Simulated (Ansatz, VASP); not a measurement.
HfC: VASP beside Ansatz

POSCAR

```
HfC
1.0
    3.3128835239      0.0000000000      0.0000000000
   -1.6564417620      2.8690414129      0.0000000000
    0.0000000000      0.0000000000      5.1560503742
Hf C
2 2
Direct
    0.6666666667      0.3333333333      0.7500000000
    0.3333333333      0.6666666667      0.2500000000
    0.0000000000      0.0000000000      0.0000000000
    0.0000000000      0.0000000000      0.5000000000
```

INCAR.step1

```
SYSTEM = HfC
  PREC = Accurate
  ENCUT = 520
  ISMEAR = -1
  SIGMA = 0.1
  LREAL = .FALSE.
  LASPH = .TRUE.
  NELM = 60
  NBANDS = 22
  GGA = PE
  ALGO = Normal
  EDIFF = 1E-4
  LWAVE = .TRUE.
  LCHARG = .FALSE.
```

File INCAR.step2:

```
SYSTEM = HfC
  PREC = Accurate
  ENCUT = 520
  EDIFF = 1E-6
  ISMEAR = -1
  SIGMA = 0.1
  LREAL = .FALSE.
  LASPH = .TRUE.
  NELM = 60
  ALGO = Normal
  ISIF = 2
  LWAVE = .FALSE.
  LCHARG = .FALSE.
  METAGGA = R2SCAN
  LMIXTAU = .TRUE.
  NBANDS = 22
  ISTART = 1
```

Contents of KPOINTS:

```
regular mesh
0
G
  8 8 5
  0 0 0
```

Input for Ansatz:

```yaml
crystal:
  lattice:
    - [3.3128835239151764, 0.0, 0.0]
    - [-1.6564417619575882, 2.869041412942997, 0.0]
    - [0.0, 0.0, 5.156050374212674]
  atoms:
    - { symbol: Hf, position: [0.6666666666666666, 0.3333333333333333, 0.75] }
    - { symbol: Hf, position: [0.3333333333333333, 0.6666666666666666, 0.25] }
    - { symbol: C, position: [0.0, 0.0, 0.0] }
    - { symbol: C, position: [0.0, 0.0, 0.5] }
basis:
  ecutwfc: 653.073269903712
kpoints:
  mp_grid:
    grid: [8, 8, 5]
hamiltonian:
  xc: r2scan
scf:
  occupations:
    method: fermi_dirac
output:
  stress: true
```

Alike in both runs: task single point; functional r2SCAN; k mesh 8 × 8 × 5; no spin polarisation.

```csv
,VASP,Ansatz
version,VASP 6.6.1,Ansatz 0.2.0
potentials or method,"VASP PAW PBE potentials, release 64 (Hf_pv, C), cutoff 520 eV","plane waves, PAW"
occupations,"fermi-dirac, width 0.1 eV",fermi-dirac
valence electrons in the cell,28,60
```

```csv
,VASP,Ansatz,Ansatz less VASP
pressure (GPa),2.9,3.9,+1.01
"traceless stress, the component that is largest in VASP (GPa)",3.75,3.67,-0.070
```

VASP's potentials were made for PBE, not for r2SCAN. VASP's potentials hold 28 valence electrons a cell and Ansatz's 60, so a difference there can come from the potentials and not from the codes.

Spin-orbit coupling is off throughout.
